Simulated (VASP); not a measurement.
# Ga (Cmce) in VASP: a series of runs, part 2 of 2

VASP 6.6.1.

**3. Single point, PBEsol**

This run uses another cell than the first one, of 20.77 Å³/atom, 1.039 times its volume.

Input file INCAR:

```
  ALGO = Fast
  EDIFF = 1E-7
  ENCUT = 520
  GGA = PS
  ISIF = 2
  ISMEAR = -1
  LASPH = True
  LCHARG = False
  LREAL = False
  LWAVE = False
  NBANDS = 34
  NELM = 100
  PREC = Accurate
  SIGMA = 0.05
```

Input file KPOINTS:

```
k-points
0
Gamma
  7 7 6
```

Input file POSCAR:

```
Ga
1.0
    2.3058543979     -3.9056269163      0.0000000000
    2.3058543979      3.9056269163      0.0000000000
    0.0000000000      0.0000000000      4.6127284086
Ga
4
Direct
    0.3451000000      0.6549000000      0.4190000000
    0.1549000000      0.8451000000      0.9190000000
    0.6549000000      0.3451000000      0.5810000000
    0.8451000000      0.1549000000      0.0810000000
```

Potentials or basis: VASP PAW PBE potentials, release 64 (Ga_d).

Launch:

```sh
> cat potpaw_PBE.64/Ga_d/POTCAR > POTCAR
> mpirun -np 1 vasp_std > vasp.out
```

OUTCAR:

```text
EDIFF = 1E-7
   ENCUT = 520
   GGA = PS
   ISIF = 2
   ISMEAR = -1
   LASPH = True
   LREAL = False
   NELM = 100
   PREC = Accurate

 ion  position               nearest neighbor table
   1  0.345  0.655  0.419-   3 2.53   2 2.74   2 2.74   4 2.78   4 2.78   3 2.84   3 2.84
   2  0.155  0.845  0.919-   4 2.53   1 2.74   1 2.74   3 2.78   3 2.78   4 2.84   4 2.84
   3  0.655  0.345  0.581-   1 2.53   4 2.74   4 2.74   2 2.78   2 2.78   1 2.84   1 2.84
   4  0.845  0.155  0.081-   2 2.53   3 2.74   3 2.74   1 2.78   1 2.78   2 2.84   2 2.84

  LATTYP: Found a base centered orthorhombic cell.
 ALAT       =     4.6117087958
 B/A-ratio  =     1.6937873093
 C/A-ratio  =     1.0002210922

  Lattice vectors:

 A1 = (   2.3058543979,  -3.9056269163,   0.0000000000)
 A2 = (   2.3058543979,   3.9056269163,   0.0000000000)
 A3 = (   0.0000000000,   0.0000000000,   4.6127284086)

Analysis of symmetry for initial positions (statically):
=====================================================================
 Subroutine PRICEL returns:
 Original cell was already a primitive cell.

 Routine SETGRP: Setting up the symmetry group for a
 base centered orthorhombic supercell.

 Subroutine GETGRP returns: Found  8 space group operations
 (whereof  4 operations were pure point group operations)
 out of a pool of  8 trial point group operations.

The static configuration has the point symmetry C_2h.
 The point group associated with its full space group is D_2h.

Analysis of symmetry for dynamics (positions and initial velocities):
=====================================================================
 Subroutine PRICEL returns:
 Original cell was already a primitive cell.

 Routine SETGRP: Setting up the symmetry group for a
 base centered orthorhombic supercell.

 Subroutine GETGRP returns: Found  8 space group operations
 (whereof  4 operations were pure point group operations)
 out of a pool of  8 trial point group operations.

The dynamic configuration has the point symmetry C_2h.
 The point group associated with its full space group is D_2h.

 Subroutine INISYM returns: Found  8 space group operations
 (whereof  4 operations are pure point group operations),
 and found     1 'primitive' translations

----------------------------------------------------------------------------------------

                                     Primitive cell

  volume of cell :      83.0827

  direct lattice vectors                    reciprocal lattice vectors
     2.305854398 -3.905626916  0.000000000     0.216839364 -0.128020420  0.000000000
     2.305854398  3.905626916  0.000000000     0.216839364  0.128020420  0.000000000
     0.000000000  0.000000000  4.612728409     0.000000000  0.000000000  0.216791433

  length of vectors
     4.535513875  4.535513875  4.612728409     0.251810519  0.251810519  0.216791433

  position of ions in fractional coordinates (direct lattice)
     0.345100000  0.654900000  0.419000000
     0.154900000  0.845100000  0.919000000
     0.654900000  0.345100000  0.581000000
     0.845100000  0.154900000  0.081000000

  ion indices of the primitive-cell ions
   primitive index   ion index
                 1           1
                 2           2
                 3           3
                 4           4

----------------------------------------------------------------------------------------

 KPOINTS: k-points

Automatic generation of k-mesh.
 Grid dimensions read from file:
 generate k-points for:    7    7    6

 Generating k-lattice:

  Cartesian coordinates                     Fractional coordinates (reciprocal lattice)
     0.030977052 -0.018288631  0.000000000     0.142857143  0.000000000  0.000000000
     0.030977052  0.018288631  0.000000000     0.000000000  0.142857143  0.000000000
     0.000000000  0.000000000  0.036131905     0.000000000  0.000000000  0.166666667

  Length of vectors
     0.035972931  0.035972931  0.036131905

  Shift w.r.t. Gamma in fractional coordinates (k-lattice)
     0.000000000  0.000000000  0.000000000

 Subroutine IBZKPT returns following result:
 ===========================================

 Found     64 irreducible k-points:

 Following reciprocal coordinates:
            Coordinates               Weight
  0.000000  0.000000  0.000000      1.000000
  0.142857  0.000000  0.000000      4.000000
  0.285714 -0.000000  0.000000      4.000000
  0.428571 -0.000000  0.000000      4.000000
  0.142857  0.142857  0.000000      2.000000
  0.285714  0.142857  0.000000      4.000000
[... 16 lines left out ...]
  0.428571  0.142857  0.166667      8.000000
 -0.428571  0.142857  0.166667      8.000000
 [... further k-points ...]
   k-points           NKPTS =     64   k-points in BZ     NKDIM =     64   number of bands    NBANDS=     34
   number of dos      NEDOS =    301   number of ions     NIONS =      4
   total plane-waves  NPLWV =  46656
   dimension x,y,z NGX =    36 NGY =   36 NGZ =   36
   dimension x,y,z NGXF=    72 NGYF=   72 NGZF=   72
   ions per type =               4
   NGX,Y,Z   is equivalent  to a cutoff of  13.20, 13.20, 12.97 a.u.
   NGXF,Y,Z  is equivalent  to a cutoff of  26.39, 26.39, 25.95 a.u.
 SYSTEM =  unknown system
   PREC   = accura    normal or accurate (medium, high low for compatibility)
   ISTART =      0    job   : 0-new  1-cont  2-samecut
   ICHARG =      2    charge: 1-file 2-atom 10-const
   ISPIN  =      1    spin polarized calculation?
   LNONCOLLINEAR =      F non collinear calculations
   LSORBIT =      F    spin-orbit coupling
   LASPH  =      T    aspherical Exc in radial PAW
   ENCUT  =  520.0 eV  38.22 Ry    6.18 a.u.   8.43  8.43  8.58*2*pi/ulx,y,z
   NELM   =    100;   NELMIN=  2; NELMDL= -5     # of ELM steps
   EDIFF  = 0.1E-06   stopping-criterion for ELM
   LREAL  =      F    real-space projection
   EDIFFG = 0.1E-05   stopping-criterion for IOM
   NSW    =      0    number of steps for IOM
   IBRION =     -1    ionic relax: 0-MD 1-quasi-New 2-CG
   NFREE  =      0    steps in history (QN), initial steepest desc. (CG)
   ISIF   =      2    stress and relaxation
   ISYM   =      2    0-nonsym 1-usesym 2-fastsym
   POTIM  = 0.5000    time-step for ionic-motion
   TEBEG  =    0.0;   TEEND  =   0.0 temperature during run
   PSTRESS=    0.0 pullay stress
   NELECT =      52.0000    total number of electrons
   NUPDOWN=      -1.0000    fix difference up-down
   EMIN   =  10.00;   EMAX   =-10.00  energy-range for DOS
   EFERMI =   0.00;   METHOD = LEGACY
   ISMEAR =    -1;   SIGMA  =   0.05  broadening in eV -4-tet -1-fermi 0-gaus
   EFERMI_NEDOS =   21; number of points for ismear=-14 and -15
   IALGO  =     68    algorithm
   IMIX   =      4    mixing-type and parameters
     AMIX     =   0.40;   BMIX     =  1.00
     AMIX_MAG =   1.60;   BMIX_MAG =  1.00
  volume/ion in A,a.u.               =      20.77       140.17
  Fermi-wavevector in a.u.,A,eV,Ry     =   1.400358  2.646293 26.681063  1.961003
  Thomas-Fermi vector in A             =   2.523326
   LORBIT       =      0    0 simple, 1 ext, 2 COOP (PROOUT), +10 PAW based schemes
   GGA     = PS    functional components
   LHFCALC =     F    Hartree Fock is set to
   AEXX    =    0.0000 exact exchange contribution
   IVDW    =     0    specifies the selected vdW correction
   LEPSILON=     F    determine dielectric tensor
   LRPA    =     F    only Hartree local field effects (RPA)
 non-spin polarized calculation
 RMM-DIIS sequential band-by-band and
  energy-cutoff  :      520.00
  volume of cell :       83.08
 maximum number of plane-waves:      2270
 NGX is ok and might be reduce to    36
   NGX = 17   NGY = 17   NGZ = 17

 number of electron      51.9999995 magnetization

 Free energy of the ion-electron system (eV)
  ---------------------------------------------------
  ext. energy  EPLUGINS =         0.00000000
  ---------------------------------------------------
  free energy    TOTEN  =       -13.30178083 eV

  energy without entropy =      -13.29141216  energy(sigma->0) =      -13.29659650

 E-fermi :   4.4215     XC(G=0): -10.5179

 val. band max:        4.4148538888   @ k =   0.0000   0.0000   0.5000
 cond. band min:       4.4280624033   @ k =   0.2857   0.2857   0.0000
 fundamental gap:      0.0132085146
 Fermi energy:         4.4214912020

 k-point     1 :       0.0000    0.0000    0.0000
  band No.  band energies     occupation
      1     -10.6270      2.00000
      2     -10.6247      2.00000
      3     -10.6047      2.00000
      4     -10.5874      2.00000
      5     -10.5611      2.00000
      6     -10.5371      2.00000
[... 877 lines left out ...]
     33      11.4196      0.00000
     34      12.0663      0.00000

 [... further k-points ...]
[... 5 lines left out ...]
  --------------------------------------------------------------------------------------
  -------------------------------------------------------------------------------------
  Total       -2.4110499     -1.8273042     -2.0666416      0.0000000      0.0000000      0.0000000
  in kB      -46.4950020    -35.2379727    -39.8533874      0.0000000      0.0000000      0.0000000
  external PRESSURE =     -40.5287874 kB  Pullay stress =       0.0000000 kB

 VOLUME and BASIS-vectors are now :
 -----------------------------------------------------------------------------
  energy-cutoff  :      520.00
  volume of cell :       83.08
      direct lattice vectors                 reciprocal lattice vectors
     2.305854398 -3.905626916  0.000000000     0.216839364 -0.128020420  0.000000000
     2.305854398  3.905626916  0.000000000     0.216839364  0.128020420  0.000000000
     0.000000000  0.000000000  4.612728409     0.000000000  0.000000000  0.216791433

 POSITION                                       TOTAL-FORCE (eV/Angst)
 -----------------------------------------------------------------------------------
      2.30585      1.20996      1.93273         0.000000      0.114015     -0.023177
      2.30585      2.69566      4.23910         0.000000     -0.114015     -0.023177
      2.30585     -1.20996      2.68000         0.000000     -0.114015      0.023177
      2.30585     -2.69566      0.37363         0.000000      0.114015      0.023177
 -----------------------------------------------------------------------------------
    total drift:                               -0.000000     -0.000000      0.000000

  FREE ENERGIE OF THE ION-ELECTRON SYSTEM (eV)
  ---------------------------------------------------
  free  energy   TOTEN  =       -13.3017808313 eV

  energy  without entropy=      -13.2914121625  energy(sigma->0) =      -13.29659650
```

OSZICAR:

```text
N       E                     dE             d eps       ncg     rms          rms(c)
DAV:   1     0.357612133331E+03    0.35761E+03   -0.25500E+04  4480   0.283E+03
DAV:   2     0.310060673305E+02   -0.32661E+03   -0.31908E+03  4488   0.532E+02
DAV:   3    -0.120726119244E+02   -0.43079E+02   -0.42603E+02  4984   0.151E+02
DAV:   4    -0.134446126876E+02   -0.13720E+01   -0.13643E+01  5094   0.299E+01
DAV:   5    -0.134724928004E+02   -0.27880E-01   -0.27872E-01  5430   0.445E+00    0.249E+00
RMM:   6    -0.133327144524E+02    0.13978E+00   -0.29159E-01  5297   0.543E+00    0.130E+00
RMM:   7    -0.133042216195E+02    0.28493E-01   -0.74362E-02  5793   0.244E+00    0.350E-01
RMM:   8    -0.133014338907E+02    0.27877E-02   -0.11319E-02  5721   0.894E-01    0.336E-02
RMM:   9    -0.133017345189E+02   -0.30063E-03   -0.30866E-03  7064   0.447E-01    0.246E-02
RMM:  10    -0.133017639720E+02   -0.29453E-04   -0.40805E-04  6185   0.177E-01    0.970E-03
RMM:  11    -0.133017791492E+02   -0.15177E-04   -0.14642E-04  6917   0.938E-02    0.654E-03
RMM:  12    -0.133017791385E+02    0.10608E-07   -0.36690E-05  6100   0.561E-02    0.157E-03
RMM:  13    -0.133017807502E+02   -0.16117E-05   -0.16164E-05  7252   0.263E-02    0.750E-04
RMM:  14    -0.133017808313E+02   -0.81043E-07   -0.86077E-07  4905   0.692E-03
   1 F= -.13301781E+02 E0= -.13296596E+02  d E =-.103687E-01
```

stdout:

```text
POSCAR found type information on POSCAR Ga
 POSCAR found :  1 types and       4 ions
 scaLAPACK will be used
 -----------------------------------------------------------------------------
|                                                                             |
|                                                                             |
|     You enforced a specific xc type in the INCAR file but a different       |
|     I HOPE YOU KNOW WHAT YOU ARE DOING!                                     |
|                                                                             |
 -----------------------------------------------------------------------------

 LDA part: xc-table for (Slater+PW92), standard interpolation
 POSCAR, INCAR and KPOINTS ok, starting setup
 FFT: planning ... GRIDC
 FFT: planning ... GRID_SOFT
 FFT: planning ... GRID
 WAVECAR not read
 entering main loop
WARNING in EDDRMM: call to ZHEGV failed, returncode =   8  4     33
WARNING in EDDRMM: call to ZHEGV failed, returncode =   8  4     32
 num prob RMM:  14    -0.133017808313E+02   -0.81043E-07   -0.86077E-07  4905   0.692E-03
```

Run time: 76 s. Hardware: 1 thread of Intel Xeon 6975P-C (Granite Rapids), shared host; peak memory 0.28 GiB.

What came out:

- Free energy: -13.3018 eV
- Pressure: -4.1 GPa
- Largest force: 0.116 eV/Å
- Band gap on the k mesh: zero (band 26 reaches 4.75 eV, above the bottom of band 27 at 3.51 eV)

Forces in eV/Å, atoms in the order of the input:
```
Ga   0.000  0.114 -0.023
Ga   0.000 -0.114 -0.023
Ga   0.000 -0.114  0.023
Ga   0.000  0.114  0.023
```

Stress tensor (GPa, compression positive):
```
-4.65  0.00  0.00
 0.00 -3.52  0.00
 0.00  0.00 -3.99
```

Levels at points of the mesh, in eV from the Fermi level:
```tsv
k point	band 23	band 24	band 25	band 26	band 27	band 28	band 29	band 30
(0.00, 0.00, 0.00)	-3.63	-1.95	-1.60	-0.74	0.77	0.88	1.02	4.71
(0.00, 0.00, 0.50)	-0.49	-0.49	-0.01	-0.01	0.04	0.04	1.96	1.96
```

Caveat: the PAW data sets were made with another functional, which shifts forces and pressure a little.
